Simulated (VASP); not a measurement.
# SiGe (P6_3mc) in VASP: further runs

The runs below take SiGe through single point, with r2SCAN.

All numbers are computed with VASP 6.6.1; they aren't measurements. Logs are shortened: lines on timing, memory, paths and dates and some standing lists are left out, and cuts for length are marked.

**1. The cell of the first run**

The structure is hexagonal, space group P6_3mc (No. 186). Conventional cell: a = 3.904 Å, b = 3.904 Å, c = 6.451 Å, α = 90.00°, β = 90.00°, γ = 120.00°. Si (site symmetry 3m) has 4 Ge at 2.40 to 2.41 Å within 3.2 Å. Within 3.2 Å of Ge (site symmetry 3m) lie 4 Si at 2.40 to 2.41 Å.

**2. Single point, r2SCAN**

The input, POSCAR:

```
SiGe
1.0
    3.9044512986      0.0000000000      0.0000000000
   -1.9522256493      3.3813540124      0.0000000000
    0.0000000000      0.0000000000      6.4507830000
Si Ge
2 2
Direct
    0.6666666700      0.3333333300      0.8746070000
    0.3333333300      0.6666666700      0.3746070000
    0.6666666700      0.3333333300      0.5003920000
    0.3333333300      0.6666666700      0.0003920000
```

The input, INCAR.step1:

```
SYSTEM = SiGe
PREC     = Accurate       ! precision mode
ENCUT    = 520            ! plane-wave cutoff, eV
ISMEAR   = 0              ! smearing method
SIGMA    = 0.05           ! smearing width, eV
LREAL    = .FALSE.        ! projectors in reciprocal space
LASPH    = .TRUE.         ! aspherical terms in the spheres
NELM     = 100            ! most SCF steps
NBANDS   = 26             ! bands
GGA      = PE             ! functional
ALGO     = Normal         ! electronic algorithm
EDIFF    = 1E-4           ! SCF threshold, eV
LWAVE    = .TRUE.         ! write WAVECAR
LCHARG   = .FALSE.        ! write CHGCAR
```

The input, INCAR.step2:

```
SYSTEM = SiGe
PREC     = Accurate       ! precision mode
ENCUT    = 520            ! plane-wave cutoff, eV
EDIFF    = 1E-6           ! SCF threshold, eV
ISMEAR   = 0              ! smearing method
SIGMA    = 0.05           ! smearing width, eV
LREAL    = .FALSE.        ! projectors in reciprocal space
LASPH    = .TRUE.         ! aspherical terms in the spheres
NELM     = 100            ! most SCF steps
ALGO     = Normal         ! electronic algorithm
ISIF     = 2              ! what is computed and relaxed
LWAVE    = .FALSE.        ! write WAVECAR
LCHARG   = .FALSE.        ! write CHGCAR
METAGGA  = R2SCAN         ! meta-GGA
LMIXTAU  = .TRUE.       
NBANDS   = 26             ! bands
ISTART   = 1
```

The input, KPOINTS:

```
regular mesh
0
G
  12 12 6
  0 0 0
```

Potentials or basis: VASP PAW PBE potentials, release 64 (Si, Ge_d).

Started as:

```
$ cat potpaw_PBE.64/Si/POTCAR potpaw_PBE.64/Ge_d/POTCAR > POTCAR
$ cp INCAR.step1 INCAR
$ mpirun -np 1 vasp_std > vasp.out
$ cp INCAR.step2 INCAR
$ mpirun -np 1 vasp_std > vasp.out
```

OUTCAR:

```text
SYSTEM = SiGe
   PREC = Accurate
   ENCUT = 520
   EDIFF = 1E-6
   ISMEAR = 0
   LREAL = .FALSE.
   LASPH = .TRUE.
   NELM = 100
   ISIF = 2
   METAGGA = R2SCAN
   ISTART = 1

 ion  position               nearest neighbor table
   1  0.667  0.333  0.875-   4 2.40   4 2.40   4 2.40   3 2.41
   2  0.333  0.667  0.375-   3 2.40   3 2.40   3 2.40   4 2.41
   3  0.667  0.333  0.500-   2 2.40   2 2.40   2 2.40   1 2.41
   4  0.333  0.667  0.000-   1 2.40   1 2.40   1 2.40   2 2.41

  LATTYP: Found a hexagonal cell.
 ALAT       =     3.9044512986
 C/A-ratio  =     1.6521612146

  Lattice vectors:

 A1 = (   3.9044512986,   0.0000000000,   0.0000000000)
 A2 = (  -1.9522256493,   3.3813540124,   0.0000000000)
 A3 = (   0.0000000000,   0.0000000000,   6.4507830000)

Analysis of symmetry for initial positions (statically):
=====================================================================
 Subroutine PRICEL returns:
 Original cell was already a primitive cell.

 Routine SETGRP: Setting up the symmetry group for a
 hexagonal supercell.

 Subroutine GETGRP returns: Found 12 space group operations
 (whereof  6 operations were pure point group operations)
 out of a pool of 24 trial point group operations.

The static configuration has the point symmetry C_3v.
 The point group associated with its full space group is C_6v.

Analysis of symmetry for dynamics (positions and initial velocities):
=====================================================================
 Subroutine PRICEL returns:
 Original cell was already a primitive cell.

 Routine SETGRP: Setting up the symmetry group for a
 hexagonal supercell.

 Subroutine GETGRP returns: Found 12 space group operations
 (whereof  6 operations were pure point group operations)
 out of a pool of 24 trial point group operations.

The dynamic configuration has the point symmetry C_3v.
 The point group associated with its full space group is C_6v.

 Subroutine INISYM returns: Found 12 space group operations
 (whereof  6 operations are pure point group operations),
 and found     1 'primitive' translations

----------------------------------------------------------------------------------------

                                     Primitive cell

  volume of cell :      85.1654

  direct lattice vectors                    reciprocal lattice vectors
     3.904451299  0.000000000  0.000000000     0.256117934  0.147869758  0.000000000
    -1.952225649  3.381354012  0.000000000     0.000000000  0.295739516  0.000000000
     0.000000000  0.000000000  6.450783000     0.000000000  0.000000000  0.155019941

  length of vectors
     3.904451299  3.904451299  6.450783000     0.295739516  0.295739516  0.155019941

  position of ions in fractional coordinates (direct lattice)
     0.666666670  0.333333330  0.874607000
     0.333333330  0.666666670  0.374607000
     0.666666670  0.333333330  0.500392000
     0.333333330  0.666666670  0.000392000

  ion indices of the primitive-cell ions
   primitive index   ion index
                 1           1
                 2           2
                 3           3
                 4           4

----------------------------------------------------------------------------------------

 KPOINTS: regular mesh

Automatic generation of k-mesh.
 Grid dimensions read from file:
 generate k-points for:   12   12    6

 Generating k-lattice:

  Cartesian coordinates                     Fractional coordinates (reciprocal lattice)
     0.021343161  0.012322480  0.000000000     0.083333333  0.000000000  0.000000000
     0.000000000  0.024644960  0.000000000     0.000000000  0.083333333  0.000000000
     0.000000000  0.000000000  0.025836657     0.000000000  0.000000000  0.166666667

  Length of vectors
     0.024644960  0.024644960  0.025836657

  Shift w.r.t. Gamma in fractional coordinates (k-lattice)
     0.000000000  0.000000000  0.000000000

 Subroutine IBZKPT returns following result:
 ===========================================

 Found     76 irreducible k-points:

 Following reciprocal coordinates:
            Coordinates               Weight
  0.000000  0.000000  0.000000      1.000000
  0.083333 -0.000000  0.000000      6.000000
  0.166667 -0.000000  0.000000      6.000000
  0.250000 -0.000000  0.000000      6.000000
  0.333333 -0.000000  0.000000      6.000000
  0.416667 -0.000000  0.000000      6.000000
[... 16 lines left out ...]
  0.250000 -0.000000  0.166667     12.000000
  0.333333 -0.000000  0.166667     12.000000
 [... further k-points ...]
   k-points           NKPTS =     76   k-points in BZ     NKDIM =     76   number of bands    NBANDS=     26
   number of dos      NEDOS =    301   number of ions     NIONS =      4
   total plane-waves  NPLWV =  43200
   dimension x,y,z NGX =    30 NGY =   30 NGZ =   48
   dimension x,y,z NGXF=    60 NGYF=   60 NGZF=   96
   ions per type =               2   2
   NGX,Y,Z   is equivalent  to a cutoff of  12.77, 12.77, 12.37 a.u.
   NGXF,Y,Z  is equivalent  to a cutoff of  25.55, 25.55, 24.74 a.u.
 SYSTEM =  SiGe
   PREC   = accura    normal or accurate (medium, high low for compatibility)
   ISTART =      1    job   : 0-new  1-cont  2-samecut
   ICHARG =      0    charge: 1-file 2-atom 10-const
   ISPIN  =      1    spin polarized calculation?
   LNONCOLLINEAR =      F non collinear calculations
   LSORBIT =      F    spin-orbit coupling
   LASPH  =      T    aspherical Exc in radial PAW
   ENCUT  =  520.0 eV  38.22 Ry    6.18 a.u.   7.26  7.26 11.99*2*pi/ulx,y,z
   NELM   =    100;   NELMIN=  2; NELMDL=  0     # of ELM steps
   EDIFF  = 0.1E-05   stopping-criterion for ELM
   LREAL  =      F    real-space projection
   EDIFFG = 0.1E-04   stopping-criterion for IOM
   NSW    =      0    number of steps for IOM
   IBRION =     -1    ionic relax: 0-MD 1-quasi-New 2-CG
   NFREE  =      0    steps in history (QN), initial steepest desc. (CG)
   ISIF   =      2    stress and relaxation
   ISYM   =      2    0-nonsym 1-usesym 2-fastsym
   POTIM  = 0.5000    time-step for ionic-motion
   TEBEG  =    0.0;   TEEND  =   0.0 temperature during run
   PSTRESS=    0.0 pullay stress
   NELECT =      36.0000    total number of electrons
   NUPDOWN=      -1.0000    fix difference up-down
   EMIN   =  10.00;   EMAX   =-10.00  energy-range for DOS
   EFERMI =   0.00;   METHOD = LEGACY
   ISMEAR =     0;   SIGMA  =   0.05  broadening in eV -4-tet -1-fermi 0-gaus
   EFERMI_NEDOS =   21; number of points for ismear=-14 and -15
   IALGO  =     38    algorithm
   IMIX   =      4    mixing-type and parameters
     AMIX     =   0.40;   BMIX     =  1.00
     AMIX_MAG =   1.60;   BMIX_MAG =  1.00
  volume/ion in A,a.u.               =      21.29       143.68
  Fermi-wavevector in a.u.,A,eV,Ry     =   1.228631  2.321775 20.538443  1.509533
  Thomas-Fermi vector in A             =   2.363549
   LORBIT       =      0    0 simple, 1 ext, 2 COOP (PROOUT), +10 PAW based schemes
   METAGGA = R2SCAN    functional components
   LHFCALC =     F    Hartree Fock is set to
   AEXX    =    0.0000 exact exchange contribution
   IVDW    =     0    specifies the selected vdW correction
   LEPSILON=     F    determine dielectric tensor
   LRPA    =     F    only Hartree local field effects (RPA)
 non-spin polarized calculation
 Gauss-broadening in eV      SIGMA  =   0.05
  energy-cutoff  :      520.00
  volume of cell :       85.17
 maximum number of plane-waves:      2316
 NGX is ok and might be reduce to    30
   NGX = 15   NGY = 15   NGZ = 23

 number of electron      35.9999968 magnetization

 Free energy of the ion-electron system (eV)
  ---------------------------------------------------
  ext. energy  EPLUGINS =         0.00000000
  ---------------------------------------------------
  free energy    TOTEN  =       -45.17497833 eV

  energy without entropy =      -45.17497833  energy(sigma->0) =      -45.17497833

 E-fermi :   5.7804     XC(G=0): -10.3758

 val. band max:        5.4761434179   @ k =   0.0000   0.0000   0.0000
 cond. band min:       6.1373938457   @ k =   0.5000  -0.0000   0.0000
 fundamental gap:      0.6612504278
 Fermi energy:         5.7803933896

 k-point     1 :       0.0000    0.0000    0.0000
  band No.  band energies     occupation
      1     -19.7474      2.00000
      2     -19.7474      2.00000
      3     -19.7442      2.00000
      4     -19.7442      2.00000
      5     -19.7411      2.00000
      6     -19.7410      2.00000
[... 18 lines left out ...]
     25      10.0603      0.00000
     26      12.4412      0.00000

 k-point     2 :       0.0833   -0.0000    0.0000
  band No.  band energies     occupation
      1     -19.7475      2.00000
      2     -19.7470      2.00000
      3     -19.7444      2.00000
      4     -19.7438      2.00000
      5     -19.7408      2.00000
      6     -19.7405      2.00000
[... 18 lines left out ...]
     25      10.3912      0.00000
     26      11.8635      0.00000

 k-point     3 :       0.1667   -0.0000    0.0000
  band No.  band energies     occupation
      1     -19.7482      2.00000
      2     -19.7460      2.00000
      3     -19.7446      2.00000
      4     -19.7427      2.00000
      5     -19.7398      2.00000
      6     -19.7392      2.00000
[... 18 lines left out ...]
     25      11.1098      0.00000
     26      11.2570      0.00000

 k-point     4 :       0.2500   -0.0000    0.0000
  band No.  band energies     occupation
      1     -19.7493      2.00000
      2     -19.7455      2.00000
      3     -19.7441      2.00000
      4     -19.7413      2.00000
      5     -19.7382      2.00000
      6     -19.7374      2.00000
[... 18 lines left out ...]
     25      12.4339      0.00000
     26      12.5372      0.00000
[... 496 lines left out ...]
      1     -19.7481      2.00000
      2     -19.7465      2.00000
      3     -19.7439      2.00000
      4     -19.7424      2.00000
      5     -19.7400      2.00000
      6     -19.7394      2.00000
[... 18 lines left out ...]
     25      11.0332      0.00000
     26      11.5389      0.00000

 k-point    23 :       0.2500   -0.0000    0.1667
  band No.  band energies     occupation
      1     -19.7492      2.00000
      2     -19.7464      2.00000
      3     -19.7431      2.00000
      4     -19.7410      2.00000
      5     -19.7385      2.00000
      6     -19.7376      2.00000
[... 18 lines left out ...]
     25      12.1822      0.00000
     26      12.2025      0.00000

 k-point    24 :       0.3333   -0.0000    0.1667
  band No.  band energies     occupation
      1     -19.7504      2.00000
      2     -19.7469      2.00000
      3     -19.7418      2.00000
      4     -19.7398      2.00000
      5     -19.7369      2.00000
      6     -19.7359      2.00000
[... 18 lines left out ...]
     25      13.0566      0.00000
     26      13.4011      0.00000

 [... further k-points ...]

------------------------ aborting loop because EDIFF is reached ----------------------------------------

  FORCE on cell =-STRESS in cart. coord.  units (eV):
  Direction    XX          YY          ZZ          XY          YZ          ZX
  --------------------------------------------------------------------------------------
  -------------------------------------------------------------------------------------
  Total       -0.0214600     -0.0214600      0.0191103      0.0000000     -0.0000000     -0.0000000
  in kB       -0.4037172     -0.4037172      0.3595143      0.0000000     -0.0000000     -0.0000000
  external PRESSURE =      -0.1493067 kB  Pullay stress =       0.0000000 kB

 VOLUME and BASIS-vectors are now :
 -----------------------------------------------------------------------------
  energy-cutoff  :      520.00
  volume of cell :       85.17
      direct lattice vectors                 reciprocal lattice vectors
     3.904451299  0.000000000  0.000000000     0.256117934  0.147869758  0.000000000
    -1.952225649  3.381354012  0.000000000     0.000000000  0.295739516  0.000000000
     0.000000000  0.000000000  6.450783000     0.000000000  0.000000000  0.155019941

 POSITION                                       TOTAL-FORCE (eV/Angst)
 -----------------------------------------------------------------------------------
      1.95223      1.12712      5.64190         0.000000      0.000000     -0.021132
     -0.00000      2.25424      2.41651         0.000000      0.000000     -0.021132
      1.95223      1.12712      3.22792        -0.000000      0.000000      0.021132
     -0.00000      2.25424      0.00253         0.000000      0.000000      0.021132
 -----------------------------------------------------------------------------------
    total drift:                                0.000001     -0.000001      0.018979

  FREE ENERGIE OF THE ION-ELECTRON SYSTEM (eV)
  ---------------------------------------------------
  free  energy   TOTEN  =       -45.1749783324 eV

  energy  without entropy=      -45.1749783324  energy(sigma->0) =      -45.17497833
```

Wall time 4.7 min (1 thread of Intel Xeon 6975P-C (Granite Rapids), shared host); peak memory 0.3 GiB.

Results:

| Property | Result |
| --- | --- |
| Free energy | -45.1750 eV |
| Pressure | 0.0 GPa |
| Largest force | 0.021 eV/Å |
| Band gap on the k mesh | 0.66 eV (least direct gap 0.78 eV) |

Forces in eV/Å, atoms in the order of the input:
```
Si   0.000  0.000 -0.021
Si   0.000  0.000 -0.021
Ge   0.000  0.000  0.021
Ge   0.000  0.000  0.021
```

Caveat: the PAW data sets were made with another functional, which shifts forces and pressure a little. A k mesh can miss the band edges.

**3. Single point, r2SCAN**

This run uses another cell than the first one, of 22.57 Å³/atom.

The input, POSCAR:

```
SiGe
1.0
    3.9810286086      0.0000000000      0.0000000000
   -1.9905143043      3.4476719082      0.0000000000
    0.0000000000      0.0000000000      6.5773010615
Si Ge
2 2
Direct
    0.6666666700      0.3333333300      0.8746070000
    0.3333333300      0.6666666700      0.3746070000
    0.6666666700      0.3333333300      0.5003920000
    0.3333333300      0.6666666700      0.0003920000
```

The input, INCAR.step1:

```
  PREC = Accurate
  ENCUT = 520
  ISMEAR = 0
  SIGMA = 0.05
  LREAL = F
  LASPH = T
  NELM = 80
  NBANDS = 26
  GGA = PE
  ALGO = Normal
  EDIFF = 1E-4
  LWAVE = T
  LCHARG = F
```

The input, INCAR.step2:

```
  PREC = Accurate
  ENCUT = 520
  EDIFF = 1E-6
  ISMEAR = 0
  SIGMA = 0.05
  LREAL = F
  LASPH = T
  NELM = 80
  ALGO = Normal
  ISIF = 2
  LWAVE = F
  LCHARG = F
  METAGGA = R2SCAN
  LMIXTAU = T
  NBANDS = 26
  ISTART = 1
```

The input, KPOINTS:

```
Automatic mesh
0
Gamma
  12 12 6
```

Potentials or basis: VASP PAW PBE potentials, release 64 (Si, Ge_d).

Started as:

```
$ cat potpaw_PBE.64/Si/POTCAR potpaw_PBE.64/Ge_d/POTCAR > POTCAR
$ cp INCAR.step1 INCAR
$ mpirun -np 1 vasp_std > vasp.out
$ cp INCAR.step2 INCAR
$ mpirun -np 1 vasp_std > vasp.out
```

OUTCAR:

```text
PREC = Accurate
   ENCUT = 520
   EDIFF = 1E-6
   ISMEAR = 0
   LREAL = F
   LASPH = T
   NELM = 80
   ISIF = 2
   METAGGA = R2SCAN
   ISTART = 1

 ion  position               nearest neighbor table
   1  0.667  0.333  0.875-   4 2.44   4 2.44   4 2.44   3 2.46
   2  0.333  0.667  0.375-   3 2.44   3 2.44   3 2.44   4 2.46
   3  0.667  0.333  0.500-   2 2.44   2 2.44   2 2.44   1 2.46
   4  0.333  0.667  0.000-   1 2.44   1 2.44   1 2.44   2 2.46

  LATTYP: Found a hexagonal cell.
[... 898 lines left out ...]
  Direction    XX          YY          ZZ          XY          YZ          ZX
  --------------------------------------------------------------------------------------
  -------------------------------------------------------------------------------------
  Total       -2.4473719     -2.4473719     -2.4344237      0.0000000      0.0000000      0.0000000
  in kB      -43.4351771    -43.4351771    -43.2053772      0.0000000      0.0000000      0.0000000
  external PRESSURE =     -43.3585771 kB  Pullay stress =       0.0000000 kB

 VOLUME and BASIS-vectors are now :
 -----------------------------------------------------------------------------
  energy-cutoff  :      520.00
  volume of cell :       90.28
      direct lattice vectors                 reciprocal lattice vectors
     3.981028609  0.000000000  0.000000000     0.251191362  0.145025401  0.000000000
    -1.990514304  3.447671908  0.000000000     0.000000000  0.290050801  0.000000000
     0.000000000  0.000000000  6.577301062     0.000000000  0.000000000  0.152038046

 POSITION                                       TOTAL-FORCE (eV/Angst)
 -----------------------------------------------------------------------------------
      1.99051      1.14922      5.75255         0.000000     -0.000000      0.005218
     -0.00000      2.29845      2.46390         0.000000      0.000000      0.005218
      1.99051      1.14922      3.29123        -0.000000      0.000000     -0.005218
     -0.00000      2.29845      0.00258         0.000000      0.000000     -0.005218
 -----------------------------------------------------------------------------------
    total drift:                                0.000001     -0.000001      0.007089

  FREE ENERGIE OF THE ION-ELECTRON SYSTEM (eV)
  ---------------------------------------------------
  free  energy   TOTEN  =       -45.1031734590 eV

  energy  without entropy=      -45.1031734589  energy(sigma->0) =      -45.10317346
```

Wall time 5.1 min (1 thread of Intel Xeon 6975P-C (Granite Rapids), shared host); peak memory 0.31 GiB.

What came out:

| Item | Value |
| --- | --- |
| Free energy | -45.1032 eV |
| Pressure | -4.3 GPa |
| Largest force | 0.005 eV/Å |
| Band gap on the k mesh | 0.60 eV |

Forces on the atoms (eV/Å):
```
Si   0.000  0.000  0.005
Si   0.000  0.000  0.005
Ge   0.000  0.000 -0.005
Ge   0.000  0.000 -0.005
```

Caveat: the cell stands under tension; the PAW data sets were made with another functional, which shifts forces and pressure a little. A k mesh can miss the band edges.
